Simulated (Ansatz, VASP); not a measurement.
## Two plane-wave programs on Ti

```xyz
2
Lattice="2.8615 0.0000 0.0000 -1.4307 2.4781 0.0000 0.0000 0.0000 4.7563" Properties=species:S:1:pos:R:3 pbc="T T T"
Ti    0.0000    1.6521    1.1891
Ti    1.4307    0.8260    3.5672
```

Change from the starting cell: strain -0.030 along x and y, +0.015 along z, atoms carried along.

Alike in both runs: task single point; functional PBE; k mesh 18 × 18 × 10; occupations gaussian, width 0.15 eV; no spin polarisation.

|  | VASP | Ansatz |
| --- | --- | --- |
| version | VASP 6.6.1 | Ansatz 0.2.0 |
| potentials or method | VASP PAW PBE potentials, release 64 (Ti_sv), cutoff 520 eV | scalar-relativistic, plane waves, PAW |
| valence electrons in the cell | 24 | 24 |

```csv
,VASP,Ansatz,Ansatz less VASP
gap on the k mesh at the Fermi level (eV),none,none,-
pressure (GPa),3.3,3.6,+0.34
"traceless stress, the component that is largest in VASP (GPa)",-3.67,-3.68,-0.011
```

A gap of «none» marks a metal or a gap that the smearing closes.
